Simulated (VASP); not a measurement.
# AlCu (Pm-3m) in VASP: single point with r2SCAN

Aim: the single point of AlCu with r2SCAN.

Program: VASP 6.6.1. These are calculated values, not measurements. Logs are shortened: lines on timing, memory, paths and dates and some standing lists are left out, and cuts for length are marked.

### Step 1. The cell of the first run

The structure is cubic, space group Pm-3m (No. 221). The conventional cell has a = 3.237 Å, b = 3.237 Å, c = 3.237 Å, α = 90.00°, β = 90.00°, γ = 90.00°. Al (site symmetry m-3m) has 8 Cu at 2.80 Å and 6 Al at 3.24 Å within 3.7 Å. Cu (site symmetry m-3m) has 8 Al at 2.80 Å and 6 Cu at 3.24 Å within 3.7 Å.

### Step 2. Single point, r2SCAN (strain +0.080 along x and y, +0.080 along z)

POSCAR

```
AlCu
1.0
    3.2373097200      0.0000000000      0.0000000000
    0.0000000000      3.2373097200      0.0000000000
    0.0000000000      0.0000000000      3.2373097200
Al Cu
1 1
Direct
    0.0000000000      0.0000000000      0.0000000000
    0.5000000000      0.5000000000      0.5000000000
```

INCAR.step1

```
PREC = Accurate
ENCUT = 520
ISMEAR = 0
SIGMA = 0.15
LREAL = F
LASPH = T
NELM = 80
NBANDS = 14
GGA = PE
ALGO = Normal
EDIFF = 1E-4
LWAVE = T
LCHARG = F
```

INCAR.step2

```
PREC = Accurate
ENCUT = 520
EDIFF = 1E-7
ISMEAR = 0
SIGMA = 0.15
LREAL = F
LASPH = T
NELM = 80
ALGO = Normal
ISIF = 2
LWAVE = F
LCHARG = F
METAGGA = R2SCAN
LMIXTAU = T
NBANDS = 14
ISTART = 1
```

KPOINTS

```
regular mesh
0
Gamma
  16 16 16
```

Potentials or basis: VASP PAW PBE potentials, release 64 (Al, Cu).

On the command line:

```console
$ cat potpaw_PBE.64/Al/POTCAR potpaw_PBE.64/Cu/POTCAR > POTCAR
$ cp INCAR.step1 INCAR
$ mpirun -np 1 vasp_std > vasp.out
$ cp INCAR.step2 INCAR
$ mpirun -np 1 vasp_std > vasp.out
```

OUTCAR:

```text
PREC = Accurate
   ENCUT = 520
   EDIFF = 1E-7
   ISMEAR = 0
   LREAL = F
   LASPH = T
   NELM = 80
   ISIF = 2
   METAGGA = R2SCAN
   ISTART = 1

 ion  position               nearest neighbor table
   1  0.000  0.000  0.000-   2 2.80   2 2.80   2 2.80   2 2.80   2 2.80   2 2.80   2 2.80   2 2.80

   2  0.500  0.500  0.500-   1 2.80   1 2.80   1 2.80   1 2.80   1 2.80   1 2.80   1 2.80   1 2.80

  LATTYP: Found a simple cubic cell.
 ALAT       =     3.2373097200

  Lattice vectors:

 A1 = (   3.2373097200,   0.0000000000,   0.0000000000)
 A2 = (   0.0000000000,   3.2373097200,   0.0000000000)
 A3 = (   0.0000000000,   0.0000000000,   3.2373097200)

Analysis of symmetry for initial positions (statically):
=====================================================================
 Subroutine PRICEL returns:
 Original cell was already a primitive cell.

 Routine SETGRP: Setting up the symmetry group for a
 simple cubic supercell.

 Subroutine GETGRP returns: Found 48 space group operations
 (whereof 48 operations were pure point group operations)
 out of a pool of 48 trial point group operations.

The static configuration has the point symmetry O_h .

Analysis of symmetry for dynamics (positions and initial velocities):
=====================================================================
 Subroutine PRICEL returns:
 Original cell was already a primitive cell.

 Routine SETGRP: Setting up the symmetry group for a
 simple cubic supercell.

 Subroutine GETGRP returns: Found 48 space group operations
 (whereof 48 operations were pure point group operations)
 out of a pool of 48 trial point group operations.

The dynamic configuration has the point symmetry O_h .

 Subroutine INISYM returns: Found 48 space group operations
 (whereof 48 operations are pure point group operations),
 and found     1 'primitive' translations

----------------------------------------------------------------------------------------

                                     Primitive cell

  volume of cell :      33.9276

  direct lattice vectors                    reciprocal lattice vectors
     3.237309720  0.000000000  0.000000000     0.308898464  0.000000000  0.000000000
     0.000000000  3.237309720  0.000000000     0.000000000  0.308898464  0.000000000
     0.000000000  0.000000000  3.237309720     0.000000000  0.000000000  0.308898464

  length of vectors
     3.237309720  3.237309720  3.237309720     0.308898464  0.308898464  0.308898464

  position of ions in fractional coordinates (direct lattice)
     0.000000000  0.000000000  0.000000000
[... 90 lines left out ...]
   NUPDOWN=      -1.0000    fix difference up-down
   EMIN   =  10.00;   EMAX   =-10.00  energy-range for DOS
   EFERMI =   0.00;   METHOD = LEGACY
   ISMEAR =     0;   SIGMA  =   0.15  broadening in eV -4-tet -1-fermi 0-gaus
   EFERMI_NEDOS =   21; number of points for ismear=-14 and -15
   IALGO  =     38    algorithm
   IMIX   =      4    mixing-type and parameters
     AMIX     =   0.40;   BMIX     =  1.00
     AMIX_MAG =   1.60;   BMIX_MAG =  1.00
  volume/ion in A,a.u.               =      16.96       114.48
  Fermi-wavevector in a.u.,A,eV,Ry     =   1.218802  2.303202 20.211169  1.485479
  Thomas-Fermi vector in A             =   2.354076
   LORBIT       =      0    0 simple, 1 ext, 2 COOP (PROOUT), +10 PAW based schemes
   METAGGA = R2SCAN    functional components
   LHFCALC =     F    Hartree Fock is set to
   AEXX    =    0.0000 exact exchange contribution
   IVDW    =     0    specifies the selected vdW correction
   LEPSILON=     F    determine dielectric tensor
   LRPA    =     F    only Hartree local field effects (RPA)
 non-spin polarized calculation
 Gauss-broadening in eV      SIGMA  =   0.15
  energy-cutoff  :      520.00
  volume of cell :       33.93
 maximum number of plane-waves:       934
   NGX = 13   NGY = 13   NGZ = 13

 number of electron      13.9999993 magnetization

 Free energy of the ion-electron system (eV)
  ---------------------------------------------------
  ext. energy  EPLUGINS =         0.00000000
  ---------------------------------------------------
  free energy    TOTEN  =       -17.29238854 eV

  energy without entropy =      -17.28383700  energy(sigma->0) =      -17.28811277

 E-fermi :   6.2900     XC(G=0): -11.2938

 val. band max:        6.2614587589   @ k =   0.3125   0.3125   0.0625
 cond. band min:       6.3110558281   @ k =   0.5000   0.4375   0.1875
 fundamental gap:      0.0495970692
 Fermi energy:         6.2899890805

 k-point     1 :       0.0000    0.0000    0.0000
  band No.  band energies     occupation
      1      -3.8975      2.00000
      2       2.4413      2.00000
      3       2.4413      2.00000
      4       3.1698      2.00000
      5       3.1698      2.00000
      6       3.1698      2.00000
      7       9.9996      0.00000
      8       9.9996      0.00000
      9       9.9996      0.00000
     10      12.5933      0.00000
     11      12.5933      0.00000
     12      14.4166      0.00000
     13      23.6500      0.00000
     14      23.6500      0.00000
[... 377 lines left out ...]
      1      -0.2787      2.00000
      2       0.1922      2.00000
      3       2.6604      2.00000
      4       2.8551      2.00000
      5       2.8619      2.00000
      6       3.1655      2.00000
      7       3.6583      2.00000
      8      11.2450      0.00000
      9      12.0493      0.00000
     10      14.0066      0.00000
     11      14.5104      0.00000
     12      15.2167      0.00000
     13      17.6665      0.00000
     14      18.5012      0.00000

 [... further k-points ...]

------------------------ aborting loop because EDIFF is reached ----------------------------------------

  FORCE on cell =-STRESS in cart. coord.  units (eV):
  Direction    XX          YY          ZZ          XY          YZ          ZX
  --------------------------------------------------------------------------------------
  -------------------------------------------------------------------------------------
  Total       -3.9544533     -3.9544533     -3.9544533      0.0000000      0.0000000     -0.0000000
  in kB     -186.7429785   -186.7429785   -186.7429785      0.0000000      0.0000000     -0.0000000
  external PRESSURE =    -186.7429785 kB  Pullay stress =       0.0000000 kB

 VOLUME and BASIS-vectors are now :
 -----------------------------------------------------------------------------
  energy-cutoff  :      520.00
  volume of cell :       33.93
      direct lattice vectors                 reciprocal lattice vectors
     3.237309720  0.000000000  0.000000000     0.308898464  0.000000000  0.000000000
     0.000000000  3.237309720  0.000000000     0.000000000  0.308898464  0.000000000
     0.000000000  0.000000000  3.237309720     0.000000000  0.000000000  0.308898464

 POSITION                                       TOTAL-FORCE (eV/Angst)
 -----------------------------------------------------------------------------------
      0.00000      0.00000      0.00000         0.000000      0.000000      0.000000
      1.61865      1.61865      1.61865         0.000000      0.000000      0.000000
 -----------------------------------------------------------------------------------
    total drift:                                0.000000      0.000000     -0.000000

  FREE ENERGIE OF THE ION-ELECTRON SYSTEM (eV)
  ---------------------------------------------------
  free  energy   TOTEN  =       -17.2923885410 eV

  energy  without entropy=      -17.2838369992  energy(sigma->0) =      -17.28811277
```

OUTCAR.step1:

```text
PREC = Accurate
   ENCUT = 520
   ISMEAR = 0
   LREAL = F
   LASPH = T
[... 629 lines left out ...]
 -----------------------------------------------------------------------------------
      0.00000      0.00000      0.00000         0.000000      0.000000      0.000000
      1.61865      1.61865      1.61865         0.000000      0.000000      0.000000
 -----------------------------------------------------------------------------------
    total drift:                                0.000000      0.000000     -0.000000

  FREE ENERGIE OF THE ION-ELECTRON SYSTEM (eV)
  ---------------------------------------------------
  free  energy   TOTEN  =        -7.3547923278 eV

  energy  without entropy=       -7.3454003517  energy(sigma->0) =       -7.35009634
```

OSZICAR.step1:

```text
N       E                     dE             d eps       ncg     rms          rms(c)
DAV:   1     0.510274400244E+02    0.51027E+02   -0.58746E+03  4706   0.116E+03
DAV:   2    -0.662679153015E+01   -0.57654E+02   -0.51840E+02  4800   0.193E+02
DAV:   3    -0.868161663150E+01   -0.20548E+01   -0.19520E+01  6062   0.419E+01
DAV:   4    -0.872056688751E+01   -0.38950E-01   -0.38929E-01  5566   0.473E+00
DAV:   5    -0.872213542759E+01   -0.15685E-02   -0.15685E-02  7050   0.104E+00    0.107E+01
DAV:   6    -0.988047464018E+01   -0.11583E+01   -0.40315E+01  5418   0.140E+02    0.960E+00
DAV:   7    -0.743745860742E+01    0.24430E+01   -0.75767E+00  5676   0.650E+01    0.184E+00
DAV:   8    -0.738253346721E+01    0.54925E-01   -0.98099E-01  6080   0.213E+01    0.137E+00
DAV:   9    -0.735468548083E+01    0.27848E-01   -0.15095E-01  5946   0.802E+00    0.604E-02
DAV:  10    -0.735516153301E+01   -0.47605E-03   -0.31262E-03  7130   0.879E-01    0.135E-01
DAV:  11    -0.735479572766E+01    0.36581E-03   -0.13690E-03  5022   0.809E-01    0.178E-02
DAV:  12    -0.735479232775E+01    0.33999E-05   -0.88022E-05  2922   0.179E-01
   1 F= -.73547923E+01 E0= -.73500963E+01  d E =-.939198E-02
```

Wall time 3.7 min (1 thread of Intel Xeon 8259CL, shared host); peak memory 0.21 GiB.

Results:

```
Free energy            : -17.2924 eV
Pressure               : -18.7 GPa
Band gap on the k mesh : zero (bands 7 and 8 overlap by 4.29 eV)
```

Levels at points of the mesh, in eV from the Fermi level:
```tsv
k point	band 3	band 4	band 5	band 6	band 7	band 8	band 9	band 10	band 11	band 12
(0.00, 0.00, 0.00)	-3.85	-3.12	-3.12	-3.12	3.71	3.71	3.71	6.30	6.30	8.13
(0.50, 0.00, 0.00)	-3.66	-3.44	-3.44	-3.08	-2.63	7.47	7.58	7.58	7.91	7.91
(0.50, 0.50, 0.00)	-3.35	-3.35	-2.97	-2.97	-2.89	-0.58	-0.48	9.04	12.27	12.27
(0.50, 0.50, 0.50)	-4.32	-2.87	-2.87	0.98	1.37	1.37	1.37	1.94	1.94	1.94
```

Caveat: the cell differs from its parent crystal (strain +0.080 along x and y, +0.080 along z); the cell stands under tension; the PAW data sets were made with another functional, which shifts forces and pressure a little.
